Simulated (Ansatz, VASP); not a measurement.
Two plane-wave programs on La3Be4

```
CELL_PARAMETERS angstrom
5.49846 0.00000 0.00000
0.00000 5.49846 0.00000
0.00000 0.00000 5.49846
ATOMIC_POSITIONS crystal
La 0.00000 0.00000 0.50000
La 0.50000 0.00000 0.00000
La 0.00000 0.50000 0.00000
Be 0.63331 0.63331 0.63331
Be 0.36669 0.36669 0.63331
Be 0.36669 0.63331 0.36669
Be 0.63331 0.36669 0.36669
```

Change from the starting cell: species swapped into the Ge3As4 type (P-43m, No. 215).

Alike in both runs: functional PBE; k mesh 4 × 4 × 4; occupations gaussian, width 0.1 eV; no spin polarisation.

Ansatz relaxed the structure, and its values are those at the end. VASP's run is a single point on that final structure, the one shown.

```csv
,VASP,Ansatz
version,VASP 6.6.1,Ansatz 0.2.0
potentials or method,"VASP PAW PBE potentials, release 64 (La, Be), cutoff 520 eV","scalar-relativistic, plane waves, PAW"
valence electrons in the cell,41,41
```

VASP gave:

| Property | Result |
| --- | --- |
| gap on the k mesh at the Fermi level (eV) | none |
| pressure (GPa) | 0.2 |
| rms of the force components (eV/Å) | 0.019 |

Estimate Ansatz's values.

gap on the k mesh at the Fermi level (eV): none; pressure (GPa): 0.2; rms of the force components (eV/Å): 0.010.

A gap of «none» marks a metal or a gap that the smearing closes. The functional is the same, so the differences come from potentials, cutoffs and numerics.

Spin-orbit coupling is off throughout.
